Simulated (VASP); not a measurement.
# Y (P6_3/mmc) in VASP: electric field gradients with PBE

Aim: the electric field gradients of Y with PBE.

All numbers are computed with VASP 6.6.1; they aren't measurements. Logs are shortened: lines on timing, memory, paths and dates and some standing lists are left out, and cuts for length are marked.

## 1. The cell of the first run

Symmetry: P6_3/mmc, No. 194, hexagonal system. The conventional cell has a = 3.651 Å, b = 3.651 Å, c = 5.747 Å, α = 90.00°, β = 90.00°, γ = 120.00°. Y (site symmetry -6m2) has 12 Y at 3.56 to 3.65 Å within 4.7 Å.

## 2. Electric field gradients, PBE

Input file INCAR:

```
SYSTEM = Y
ALGO = Normal
EDIFF = 1E-8
ENCUT = 400
GGA = PE
GGA_COMPAT = .False.
ISIF = 2
ISMEAR = 0
LASPH = .True.
LCHARG = .False.
LEFG = .True.
LREAL = .False.
LWAVE = .False.
NBANDS = 18
NELM = 120
PREC = Accurate
SIGMA = 0.1
```

Input file KPOINTS:

```
k-points
0
Gamma
  3 3 2
  0 0 0
```

Input file POSCAR:

```
Y
1.0
    3.6514992371      0.0000000000      0.0000000000
   -1.8257496185      3.1622911012      0.0000000000
    0.0000000000      0.0000000000      5.7474000000
Y
2
Direct
    0.3333333333      0.6666666667      0.2500000000
    0.6666666667      0.3333333333      0.7500000000
```

Potentials or basis: VASP PAW PBE potentials, release 64 (Y_sv).

Started as:

```sh
> cat potpaw_PBE.64/Y_sv/POTCAR > POTCAR
> mpirun -np 1 vasp_std > vasp.out
```

OUTCAR:

```text
SYSTEM = Y
   EDIFF = 1E-8
   ENCUT = 400
   GGA = PE
   ISIF = 2
   ISMEAR = 0
   LASPH = .True.
   LREAL = .False.
   NELM = 120
   PREC = Accurate

 ion  position               nearest neighbor table
   1  0.333  0.667  0.250-   2 3.56   2 3.56   2 3.56   2 3.56   2 3.56   2 3.56
   2  0.667  0.333  0.750-   1 3.56   1 3.56   1 3.56   1 3.56   1 3.56   1 3.56

  LATTYP: Found a hexagonal cell.
 ALAT       =     3.6514992371
 C/A-ratio  =     1.5739836234

  Lattice vectors:

 A1 = (   3.6514992371,   0.0000000000,   0.0000000000)
 A2 = (  -1.8257496185,   3.1622911012,   0.0000000000)
 A3 = (   0.0000000000,   0.0000000000,   5.7474000000)

Analysis of symmetry for initial positions (statically):
=====================================================================
 Subroutine PRICEL returns:
 Original cell was already a primitive cell.

 Routine SETGRP: Setting up the symmetry group for a
 hexagonal supercell.

 Subroutine GETGRP returns: Found 24 space group operations
 (whereof 12 operations were pure point group operations)
 out of a pool of 24 trial point group operations.

The static configuration has the point symmetry D_3d.
 The point group associated with its full space group is D_6h.

Analysis of symmetry for dynamics (positions and initial velocities):
=====================================================================
 Subroutine PRICEL returns:
 Original cell was already a primitive cell.

 Routine SETGRP: Setting up the symmetry group for a
 hexagonal supercell.

 Subroutine GETGRP returns: Found 24 space group operations
 (whereof 12 operations were pure point group operations)
 out of a pool of 24 trial point group operations.

The dynamic configuration has the point symmetry D_3d.
 The point group associated with its full space group is D_6h.

 Subroutine INISYM returns: Found 24 space group operations
 (whereof 12 operations are pure point group operations),
 and found     1 'primitive' translations

----------------------------------------------------------------------------------------

                                     Primitive cell

  volume of cell :      66.3658

[... 104 lines left out ...]
 maximum number of plane-waves:      1236
 NGX is ok and might be reduce to    24
   NGX = 11   NGY = 11   NGZ = 19

 number of electron      22.0000001 magnetization

 Free energy of the ion-electron system (eV)
  ---------------------------------------------------
  ext. energy  EPLUGINS =         0.00000000
  ---------------------------------------------------
  free energy    TOTEN  =       -12.77251491 eV

  energy without entropy =      -12.73075663  energy(sigma->0) =      -12.75163577

 E-fermi :   3.0231     XC(G=0):  -9.3847

 val. band max:        2.6028194473   @ k =   0.3333   0.3333   0.5000
 cond. band min:       3.0647373471   @ k =   0.3333  -0.0000   0.0000
 fundamental gap:      0.4619178998
 Fermi energy:         3.0230586734

 k-point     1 :       0.0000    0.0000    0.0000
  band No.  band energies     occupation
      1     -39.7489      2.00000
      2     -39.6798      2.00000
      3     -19.9798      2.00000
      4     -19.5681      2.00000
      5     -19.5681      2.00000
      6     -19.4832      2.00000
[... 103 lines left out ...]
      5     -19.7751      2.00000
      6     -19.7751      2.00000
[... 10 lines left out ...]
     17       7.4461      0.00000
     18       7.4461      0.00000

------------------------ aborting loop because EDIFF is reached ----------------------------------------

  FORCE on cell =-STRESS in cart. coord.  units (eV):
  Direction    XX          YY          ZZ          XY          YZ          ZX
  --------------------------------------------------------------------------------------
  -------------------------------------------------------------------------------------
  Total       -0.3738117     -0.3738117     -0.6635899     -0.0000000      0.0000000      0.0000000
  in kB       -9.0244147     -9.0244147    -16.0201228     -0.0000000      0.0000000      0.0000000
  external PRESSURE =     -11.3563174 kB  Pullay stress =       0.0000000 kB

 VOLUME and BASIS-vectors are now :
 -----------------------------------------------------------------------------
  energy-cutoff  :      400.00
  volume of cell :       66.37
      direct lattice vectors                 reciprocal lattice vectors
     3.651499237  0.000000000  0.000000000     0.273860115  0.158113211  0.000000000
    -1.825749618  3.162291101  0.000000000     0.000000000  0.316226422  0.000000000
     0.000000000  0.000000000  5.747400000     0.000000000  0.000000000  0.173991718

 POSITION                                       TOTAL-FORCE (eV/Angst)
 -----------------------------------------------------------------------------------
     -0.00000      2.10819      1.43685         0.000000      0.000000      0.000000
      1.82575      1.05410      4.31055        -0.000000     -0.000000      0.000000
 -----------------------------------------------------------------------------------
    total drift:                                0.000000     -0.000000      0.000000

  FREE ENERGIE OF THE ION-ELECTRON SYSTEM (eV)
  ---------------------------------------------------
  free  energy   TOTEN  =       -12.7725149063 eV

  energy  without entropy=      -12.7307566274  energy(sigma->0) =      -12.75163577

 Electric field gradients (V/A^2)
---------------------------------------------------------------------
 ion       V_xx      V_yy      V_zz      V_xy      V_xz      V_yz
---------------------------------------------------------------------
   1      -6.082    -6.082    12.164    -0.000    -0.000     0.000
   2      -6.082    -6.082    12.164    -0.000     0.000    -0.000
---------------------------------------------------------------------

 Electric field gradients after diagonalization (V/A^2)
 (convention: |V_zz| > |V_xx| > |V_yy|)
----------------------------------------------------------------------
 ion       V_xx      V_yy      V_zz     asymmetry (V_yy - V_xx)/ V_zz
----------------------------------------------------------------------
   1      -6.082    -6.082    12.164       0.000
   2      -6.082    -6.082    12.164       0.000
----------------------------------------------------------------------

           NMR quadrupolar parameters

 Cq : quadrupolar parameter    Cq=e*Q*V_zz/h
 eta: asymmetry parameters     (V_yy - V_xx)/ V_zz
 Q  : nuclear electric quadrupole moment in mb (millibarn)
----------------------------------------------------------------------
 ion       Cq(MHz)       eta       Q (mb)
----------------------------------------------------------------------
   1       0.029       0.000       1.000
   2       0.029       0.000       1.000
----------------------------------------------------------------------
```

Run time: 8 s. Hardware: 1 thread of Intel Xeon 6975P-C (Granite Rapids), shared host; peak memory 0.16 GiB.

What came out:

```
Free energy            : -12.7725 eV
Pressure               : -1.1 GPa
Band gap on the k mesh : zero (band 11 reaches 3.90 eV, above the bottom of band 12 at 2.53 eV)
```

Stress tensor (GPa, compression positive):
```
-0.90  0.00  0.00
 0.00 -0.90  0.00
 0.00  0.00 -1.60
```

Levels at points of the mesh, in eV from the Fermi level:
| k point | band 8 | band 9 | band 10 | band 11 | band 12 | band 13 |
| --- | --- | --- | --- | --- | --- | --- |
| (0.00, 0.00, 0.00) | -22.43 | -4.74 | -1.94 | 0.79 | 1.66 | 1.66 |
| (0.00, 0.00, 0.50) | -22.55 | -3.33 | -3.33 | 0.88 | 0.88 | 1.59 |

Electric field gradients, principal values (V/Å²):
```csv
atom,least,middle,greatest (by size)
1 Y,-6.082,-6.082,12.164
2 Y,-6.082,-6.082,12.164
```

Caveat: the k points lie up to 0.66 Å⁻¹ apart; without QUAD_EFG the Cq values of the log hold for a quadrupole moment of 1 mb, not for the nuclei.
